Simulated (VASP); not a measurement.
Crystal: CoSn.

```
CELL_PARAMETERS angstrom
5.24604 0.00000 0.00000
-2.62302 4.54320 0.00000
0.00000 0.00000 4.18759
ATOMIC_POSITIONS crystal
Sn 0.00000 0.00000 0.00000
Sn 0.33333 0.66667 0.50000
Sn 0.66667 0.33333 0.50000
Co 0.50000 0.00000 0.00000
Co 0.50000 0.50000 0.00000
Co 0.00000 0.50000 0.00000
```

Base run:

```yaml
Program: VASP 6.6.1
Functional: PBEsol
Potentials_or_basis: VASP PAW PBE potentials, release 64 (Sn_d, Co)
Cutoff: 520 eV
k_mesh: 5 × 5 × 6
Occupations: fermi-dirac, width 0.05 eV
Spin: collinear spin, ferromagnetic start
Starting_moments: "[0.0, 0.0, 0.0, 0.5, 0.5, 0.5] μB"
Fixed_moment: 1.5 μB
```

Its results: pressure -1.3 GPa; site moments Sn -0.00, +0.00 (each value once); Co +0.48 μB.

Q: The run is repeated on the same cell with these changes: fixed moment from 1.5 μB to 3 μB; moments at the start from [0.0, 0.0, 0.0, 0.5, 0.5, 0.5] to [0.0, 0.0, 0.0, 1.0, 1.0, 1.0]. What comes out?

A: Pressure 0.5 GPa; site moments Sn +0.03, +0.01 (each value once); Co +0.94 μB.

Caveats: the PAW data sets were made with another functional, which shifts forces and pressure a little; the total moment is fixed, so each spin has its own Fermi level.
